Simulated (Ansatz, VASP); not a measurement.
**Mg4H in VASP and in Ansatz**

Contents of INCAR:

```
PREC = Accurate ; ENCUT = 600
EDIFF = 1E-6 ; ISMEAR = 0
SIGMA = 0.1 ; LREAL = F
LASPH = T ; NELM = 60
ALGO = Normal ; ISIF = 3
LWAVE = F ; LCHARG = F
GGA = PE ; IBRION = 2
NSW = 100 ; EDIFFG = -0.01
```

File KPOINTS:

```
regular mesh
0
Gamma
  10 10 6
```

Contents of POSCAR:

```
Mg4H
1.0
    2.6986923497     -2.7632382494      0.0000000000
    2.6986923497      2.7632382494      0.0000000000
    0.0000000000      0.0000000000      8.3435556877
Mg H
4 1
Direct
    0.0000000000      0.0000000000      0.6686950087
    0.0000000000      0.0000000000      0.3313049913
    0.2513476565      0.7486523435      0.0000000000
    0.7486523435      0.2513476565      0.0000000000
    0.5000000000      0.5000000000      0.5000000000
```

Input for Ansatz:

```yaml
crystal:
  lattice:
    - [2.6986923497, -2.7632382494, 0.0]
    - [2.6986923497, 2.7632382494, 0.0]
    - [0.0, 0.0, 8.3435556877]
  atoms:
    - { symbol: Mg, position: [0.0, 0.0, 0.6686950087] }
    - { symbol: Mg, position: [0.0, 0.0, 0.3313049913] }
    - { symbol: Mg, position: [0.2513476565, 0.7486523435, 0.0] }
    - { symbol: Mg, position: [0.7486523435, 0.2513476565, 0.0] }
    - { symbol: H, position: [0.5, 0.5, 0.5] }
basis:
  ecutwfc: 420
kpoints:
  mp_grid: { grid: [10, 10, 6] }
hamiltonian:
  xc: pbe
scf:
  occupations: { method: gaussian, width: 0.1 }
output:
  forces: true
  stress: true
  eigenvalues: true
  write_density: true
  write_potential: true
  elf: true
  volumetric_format: npy
relax:
  adjacent_minimum: "off"
  f_tol: 0.01
  max_steps: 80
  cell: { stress_tol: 0.05 }
```

Alike in both runs: task relaxation of cell and atoms; functional PBE; k mesh 10 × 10 × 6; occupations gaussian, width 0.1 eV; no spin polarisation.

|  | VASP | Ansatz |
| --- | --- | --- |
| version | VASP 6.6.1 | Ansatz 0.2.0 |
| potentials or method | VASP PAW PBE potentials, release 64 (Mg, H), cutoff 600 eV | scalar-relativistic, plane waves, PAW |
| valence electrons in the cell | 9 | 41 |

|  | VASP | Ansatz | Ansatz less VASP |
| --- | --- | --- | --- |
| gap on the k mesh at the Fermi level, each at its own relaxed structure (eV) | none | none | - |
| relaxed volume (Å³/atom) | 24.65 | 24.69 | +0.043 |
| relaxed cell length with the largest relative difference (Å) | 8.137 | 8.142 | +0.0051 |

A gap of «none» marks a metal or a gap that the smearing closes. VASP's potentials hold 9 valence electrons a cell and Ansatz's 41, so a difference there can come from the potentials and not from the codes.
